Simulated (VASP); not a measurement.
# AlC2H6 in VASP: single point with PBE

Aim: the single point of AlC2H6 with PBE.

All numbers are computed with VASP 6.6.1; they aren't measurements. Logs are shortened: lines on timing, memory, paths and dates and some standing lists are left out, and cuts for length are marked.

### Step 1. The cell of the first run

The cell holds a molecule in a box, 9 atoms: a = 15.000 Å, b = 15.500 Å, c = 16.000 Å, α = 90.00°, β = 90.00°, γ = 90.00°.

### Step 2. Single point, PBE, collinear spin, ferromagnetic start

INCAR reads:

```
  ALGO = Normal
  EDIFF = 1E-7
  ENCUT = 520
  GGA = PE
  ISIF = 2
  ISMEAR = 0
  ISPIN = 2
  ISYM = 0
  LASPH = T
  LCHARG = F
  LORBIT = 11
  LREAL = F
  LWAVE = F
  MAGMOM = 1 0 0 0 0 0 0 0 0
  NBANDS = 22
  NELM = 150
  PREC = Accurate
  SIGMA = 0.005
```

KPOINTS reads:

```
k-points
0
Gamma
  1 1 1
```

POSCAR reads:

```
AlH6C2
1.0
   15.0000000000      0.0000000000      0.0000000000
    0.0000000000     15.5000000000      0.0000000000
    0.0000000000      0.0000000000     16.0000000000
Al C H
1 2 6
Direct
    0.4999091438      0.4995592436      0.4353900280
    0.6132849450      0.4999078423      0.4989570223
    0.3857624673      0.5000484054      0.4974664265
    0.6012383799      0.4981786431      0.5667970694
    0.6550886389      0.4442028636      0.4821940951
    0.6526967251      0.5579621262      0.4846613774
    0.3261479334      0.5010311436      0.4577887215
    0.3823800323      0.4423899553      0.5376972137
    0.3834917344      0.5567197768      0.5390480463
```

Potentials or basis: VASP PAW PBE potentials, release 64 (Al, C, H).

Launch:

```console
$ cat potpaw_PBE.64/Al/POTCAR potpaw_PBE.64/C/POTCAR potpaw_PBE.64/H/POTCAR > POTCAR
$ mpirun -np 1 vasp_gam > vasp.out
```

OUTCAR:

```text
EDIFF = 1E-7
   ENCUT = 520
   GGA = PE
   ISIF = 2
   ISMEAR = 0
   ISPIN = 2
   ISYM = 0
   LASPH = T
   LORBIT = 11
   LREAL = F
   NELM = 150
   PREC = Accurate

 ion  position               nearest neighbor table
   1  0.500  0.500  0.435-   3 1.98   2 1.98
   2  0.613  0.500  0.499-   5 1.10   6 1.10   4 1.10   1 1.98
   3  0.386  0.500  0.497-   7 1.10   9 1.10   8 1.10   1 1.98
   4  0.601  0.498  0.567-   2 1.10
   5  0.655  0.444  0.482-   2 1.10
   6  0.653  0.558  0.485-   2 1.10
   7  0.326  0.501  0.458-   3 1.10
   8  0.382  0.442  0.538-   3 1.10
   9  0.383  0.557  0.539-   3 1.10

IMPORTANT INFORMATION: All symmetrisations will be switched off!
NOSYMM: (Re-)initialisation of all symmetry stuff for point group C_1.

----------------------------------------------------------------------------------------

                                     Primitive cell

  volume of cell :    3720.0000

  direct lattice vectors                    reciprocal lattice vectors
    15.000000000  0.000000000  0.000000000     0.066666667  0.000000000  0.000000000
     0.000000000 15.500000000  0.000000000     0.000000000  0.064516129  0.000000000
     0.000000000  0.000000000 16.000000000     0.000000000  0.000000000  0.062500000

  length of vectors
    15.000000000 15.500000000 16.000000000     0.066666667  0.064516129  0.062500000

  position of ions in fractional coordinates (direct lattice)
     0.499909144  0.499559244  0.435390028
     0.613284945  0.499907842  0.498957022
     0.385762467  0.500048405  0.497466426
     0.601238380  0.498178643  0.566797069
     0.655088639  0.444202864  0.482194095
     0.652696725  0.557962126  0.484661377
     0.326147933  0.501031144  0.457788722
     0.382380032  0.442389955  0.537697214
     0.383491734  0.556719777  0.539048046

  ion indices of the primitive-cell ions
   primitive index   ion index
                 1           1
                 2           2
                 3           3
                 4           4
                 5           5
                 6           6
                 7           7
                 8           8
                 9           9

----------------------------------------------------------------------------------------

 KPOINTS: k-points

Automatic generation of k-mesh.
 Grid dimensions read from file:
 generate k-points for:    1    1    1

 Generating k-lattice:

  Cartesian coordinates                     Fractional coordinates (reciprocal lattice)
     0.066666667  0.000000000  0.000000000     1.000000000  0.000000000  0.000000000
     0.000000000  0.064516129  0.000000000     0.000000000  1.000000000  0.000000000
     0.000000000  0.000000000  0.062500000     0.000000000  0.000000000  1.000000000

  Length of vectors
     0.066666667  0.064516129  0.062500000

  Shift w.r.t. Gamma in fractional coordinates (k-lattice)
     0.000000000  0.000000000  0.000000000

 Subroutine IBZKPT returns following result:
 ===========================================

 Found      1 irreducible k-points:

 Following reciprocal coordinates:
            Coordinates               Weight
  0.000000  0.000000  0.000000      1.000000
   k-points           NKPTS =      1   k-points in BZ     NKDIM =      1   number of bands    NBANDS=     22
   number of dos      NEDOS =    301   number of ions     NIONS =      9
   total plane-waves  NPLWV = ******
   dimension x,y,z NGX =   112 NGY =  120 NGZ =  120
   dimension x,y,z NGXF=   224 NGYF=  240 NGZF=  240
   ions per type =               1   2   6
   NGX,Y,Z   is equivalent  to a cutoff of  12.41, 12.87, 12.47 a.u.
   NGXF,Y,Z  is equivalent  to a cutoff of  24.83, 25.74, 24.94 a.u.
 SYSTEM =  unknown system
   PREC   = accura    normal or accurate (medium, high low for compatibility)
   ISTART =      0    job   : 0-new  1-cont  2-samecut
   ICHARG =      2    charge: 1-file 2-atom 10-const
   ISPIN  =      2    spin polarized calculation?
   LNONCOLLINEAR =      F non collinear calculations
   LSORBIT =      F    spin-orbit coupling
   LASPH  =      T    aspherical Exc in radial PAW
   ENCUT  =  520.0 eV  38.22 Ry    6.18 a.u.  27.89 28.82 29.75*2*pi/ulx,y,z
   NELM   =    150;   NELMIN=  2; NELMDL= -5     # of ELM steps
   EDIFF  = 0.1E-06   stopping-criterion for ELM
   LREAL  =      F    real-space projection
   EDIFFG = 0.1E-05   stopping-criterion for IOM
   NSW    =      0    number of steps for IOM
   IBRION =     -1    ionic relax: 0-MD 1-quasi-New 2-CG
   NFREE  =      0    steps in history (QN), initial steepest desc. (CG)
   ISIF   =      2    stress and relaxation
   ISYM   =      0    0-nonsym 1-usesym 2-fastsym
   POTIM  = 0.5000    time-step for ionic-motion
   TEBEG  =    0.0;   TEEND  =   0.0 temperature during run
   PSTRESS=    0.0 pullay stress
   NELECT =      17.0000    total number of electrons
   NUPDOWN=      -1.0000    fix difference up-down
   EMIN   =  10.00;   EMAX   =-10.00  energy-range for DOS
   EFERMI =   0.00;   METHOD = LEGACY
   ISMEAR =     0;   SIGMA  =   0.01  broadening in eV -4-tet -1-fermi 0-gaus
   EFERMI_NEDOS =   21; number of points for ismear=-14 and -15
   IALGO  =     38    algorithm
   IMIX   =      4    mixing-type and parameters
     AMIX     =   0.40;   BMIX     =  1.00
     AMIX_MAG =   1.60;   BMIX_MAG =  1.00
  volume/ion in A,a.u.               =     413.33      2789.31
  Fermi-wavevector in a.u.,A,eV,Ry     =   0.271671  0.513384  1.004181  0.073805
  Thomas-Fermi vector in A             =   1.111413
   LORBIT       =     11    0 simple, 1 ext, 2 COOP (PROOUT), +10 PAW based schemes
   GGA     = PE    functional components
   LHFCALC =     F    Hartree Fock is set to
   AEXX    =    0.0000 exact exchange contribution
   IVDW    =     0    specifies the selected vdW correction
   LEPSILON=     F    determine dielectric tensor
   LRPA    =     F    only Hartree local field effects (RPA)
 spin polarized calculation
 Gauss-broadening in eV      SIGMA  =   0.01
  energy-cutoff  :      520.00
  volume of cell :     3720.00
 maximum number of plane-waves:     50071
 NGX is ok and might be reduce to   112
   NGX = 55   NGY = 57   NGZ = 59

 number of electron      16.9999997 magnetization       1.0000000

 Free energy of the ion-electron system (eV)
  ---------------------------------------------------
  ext. energy  EPLUGINS =         0.00000000
  ---------------------------------------------------
  free energy    TOTEN  =       -41.85487691 eV

  energy without entropy =      -41.85487691  energy(sigma->0) =      -41.85487691

 E-fermi :  -3.8766     XC(G=0):  -0.4315

 val. band max:       -3.9234480111   @ k =   0.0000   0.0000   0.0000
 cond. band min:      -2.4488566466   @ k =   0.0000   0.0000   0.0000
 fundamental gap:      1.4745913646
 Fermi energy:        -3.8766027909

 spin component 1

 k-point     1 :       0.0000    0.0000    0.0000
  band No.  band energies     occupation
      1     -16.5961      1.00000
      2     -16.3483      1.00000
      3      -9.5220      1.00000
      4      -9.4354      1.00000
      5      -9.2541      1.00000
      6      -9.2312      1.00000
[... 12 lines left out ...]
     19       0.7803      0.00000
     20       0.8783      0.00000
 Fermi energy:        -3.8766027909

 spin component 2

 k-point     1 :       0.0000    0.0000    0.0000
  band No.  band energies     occupation
      1     -16.5067      1.00000
      2     -16.2689      1.00000
      3      -9.4673      1.00000
      4      -9.3968      1.00000
      5      -9.2230      1.00000
      6      -9.1752      1.00000
[... 12 lines left out ...]
     19       0.9694      0.00000
     20       1.0137      0.00000
 [bands above 20 left out]

------------------------ aborting loop because EDIFF is reached ----------------------------------------

  FORCE on cell =-STRESS in cart. coord.  units (eV):
  Direction    XX          YY          ZZ          XY          YZ          ZX
  --------------------------------------------------------------------------------------
  -------------------------------------------------------------------------------------
  Total       -0.0370287     -0.0250516     -0.0414103     -0.0002081     -0.0012688     -0.0003671
  in kB       -0.0159480     -0.0107895     -0.0178351     -0.0000896     -0.0005465     -0.0001581
  external PRESSURE =      -0.0148576 kB  Pullay stress =       0.0000000 kB

 VOLUME and BASIS-vectors are now :
 -----------------------------------------------------------------------------
  energy-cutoff  :      520.00
  volume of cell :     3720.00
      direct lattice vectors                 reciprocal lattice vectors
    15.000000000  0.000000000  0.000000000     0.066666667  0.000000000  0.000000000
     0.000000000 15.500000000  0.000000000     0.000000000  0.064516129  0.000000000
     0.000000000  0.000000000 16.000000000     0.000000000  0.000000000  0.062500000

 POSITION                                       TOTAL-FORCE (eV/Angst)
 -----------------------------------------------------------------------------------
      7.49864      7.74317      6.96624         0.001104      0.000304      0.002689
      9.19927      7.74857      7.98331        -0.012441     -0.000240     -0.013243
      5.78644      7.75075      7.95946         0.007491     -0.000165     -0.018796
      9.01858      7.72177      9.06875        -0.004931     -0.001260      0.026030
      9.82633      6.88514      7.71511         0.013376     -0.018022     -0.007391
      9.79045      8.64841      7.75458         0.011974      0.019242     -0.006445
      4.89222      7.76598      7.32462        -0.017652      0.000457     -0.014585
      5.73570      6.85704      8.60316        -0.000005     -0.023887      0.016128
      5.75238      8.62916      8.62477         0.001084      0.023571      0.015614
 -----------------------------------------------------------------------------------
    total drift:                               -0.000478     -0.000073      0.000020

  FREE ENERGIE OF THE ION-ELECTRON SYSTEM (eV)
  ---------------------------------------------------
  free  energy   TOTEN  =       -41.8548769135 eV

  energy  without entropy=      -41.8548769135  energy(sigma->0) =      -41.85487691

 total charge

# of ion       s       p       d       tot
------------------------------------------
    1        0.472   0.334   0.000   0.806
    2        0.838   1.757   0.000   2.595
    3        0.838   1.757   0.000   2.595
    4        0.629   0.045   0.000   0.673
    5        0.628   0.045   0.000   0.672
    6        0.627   0.045   0.000   0.672
    7        0.633   0.045   0.000   0.678
    8        0.625   0.044   0.000   0.670
    9        0.626   0.044   0.000   0.670
--------------------------------------------------
tot          5.916   4.116   0.000  10.032

 magnetization (x)

# of ion       s       p       d       tot
------------------------------------------
    1        0.055   0.101   0.000   0.156
    2        0.013   0.043   0.000   0.056
    3        0.013   0.045   0.000   0.058
    4        0.007   0.001   0.000   0.008
    5       -0.002   0.000   0.000  -0.001
    6       -0.002   0.000   0.000  -0.001
    7       -0.001   0.001   0.000  -0.000
    8        0.002   0.001   0.000   0.002
    9        0.002   0.001   0.000   0.003
--------------------------------------------------
tot          0.088   0.192   0.000   0.280
```

Wall time 10 min (1 thread of Intel Xeon 6975P-C (Granite Rapids), shared host); peak memory 3.6 GiB.

Results:

| Property | Result |
| --- | --- |
| Free energy | -41.8549 eV |
| Largest force | 0.029 eV/Å |
| Gap between the frontier levels | 1.47 eV |
| Net moment | 1.00 μB per cell |
| Site moments | Al +0.16; C +0.06; H +0.01, -0.00, +0.00 μB |
| Valence electrons inside the program's atomic spheres | Al 0.81; C 2.60; H 0.67, 0.68 |

Forces on the atoms (eV/Å):
```
Al   0.001  0.000  0.003
C   -0.012  0.000 -0.013
C    0.007  0.000 -0.019
H   -0.005 -0.001  0.026
H    0.013 -0.018 -0.007
H    0.012  0.019 -0.006
H   -0.018  0.000 -0.015
H    0.000 -0.024  0.016
H    0.001  0.024  0.016
```
